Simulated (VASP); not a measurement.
A run of VASP 6.6.1 is set up as follows.

INCAR

```
  PREC = Accurate
  ENCUT = 1000
  EDIFF = 1E-6
  ISMEAR = -1
  SIGMA = 0.02
  LREAL = Auto
  LASPH = True
  NELM = 120
  ALGO = Normal
  ISIF = 2
  LWAVE = False
  LCHARG = False
  GGA = PE
  IVDW = 12
  NBANDS = 64
  GGA_COMPAT = False
```

KPOINTS

```
Automatic mesh
0
Gamma
  1 1 1
```

File POSCAR:

```
H6C2O
1.0
    7.5290720000      0.0000000000      0.0000000000
    0.0000000000      7.5290720000      0.0000000000
    0.0000000000      0.0000000000      7.5290720000
C O H
8 4 24
Direct
    0.3207114222      0.5043039835      0.5509795701
    0.4535438284      0.5323983072      0.6989239056
    0.9087056200      0.5573134929      0.2926260916
    0.8056889934      0.7276227398      0.2640744517
   -0.0325437518      0.7824444705      0.7813226089
    0.1154649479      0.8320275999      0.9092899317
    0.6603922509      0.1165468086      0.2011053456
    0.5377116133      0.2719213872      0.1764905307
    0.5956851342      0.4069983108      0.6792833784
    0.6230104136      0.6846298201      0.2271887003
    0.0890480641      1.0115230491      0.9657537799
    0.3615281537      0.2036986588      0.1452213534
    0.6730909376      0.4211767196      0.7815183068
    0.5060889186      0.6696931839      0.6926978728
    0.3880359189      0.5156465632      0.8293254481
    0.2095682367      0.5971447709      0.5668362787
    0.3833787207      0.5307454892      0.4212830632
    0.2677709551      0.3680279325      0.5525598722
    0.5626524405      0.7970697664      0.2090287008
    0.8144192509      0.8115483023      0.3842712541
    0.8628497107      0.8052318662      0.1533889588
    1.0496574800      0.5907427432      0.3136354770
    0.8619107564      0.4857621524      0.4115773839
    0.8995845559      0.4679508417      0.1770777847
    0.1962748055      1.0528193664      1.0264696185
    0.1135451368      0.7407803792      1.0246624264
    0.2458413983      0.8170150940      0.8435588055
   -0.0221664173      0.6420243762      0.7428161841
   -0.1636397089      0.8029149838      0.8431316267
   -0.0258320743      0.8639186328      0.6601595242
    0.2796112006      0.3031884607      0.1456489036
    0.5383152154      0.3555859000      0.2963620519
    0.5796080760      0.3573145107      0.0651576891
    0.7969344115      0.1602654544      0.2273045128
    0.6168523709      0.0380367214      0.3162009372
    0.6630977134      0.0321515605      0.0820746713
```

Potentials or basis: VASP PAW PBE potentials, release 64 (C_h, O_h, H_h).

Launch:

```sh
$ cat potpaw_PBE.64/C_h/POTCAR potpaw_PBE.64/O_h/POTCAR potpaw_PBE.64/H_h/POTCAR > POTCAR
$ mpirun -np 1 vasp_gam > vasp.out
```

(1) Estimate the largest force.

(2) What does it give for the dispersion energy per atom?

Answers

(1) 0.228 eV/Å.

(2) -0.034 eV.

Caveat: the k points lie up to 0.83 Å⁻¹ apart, too coarse for converged energies, forces and pressures.
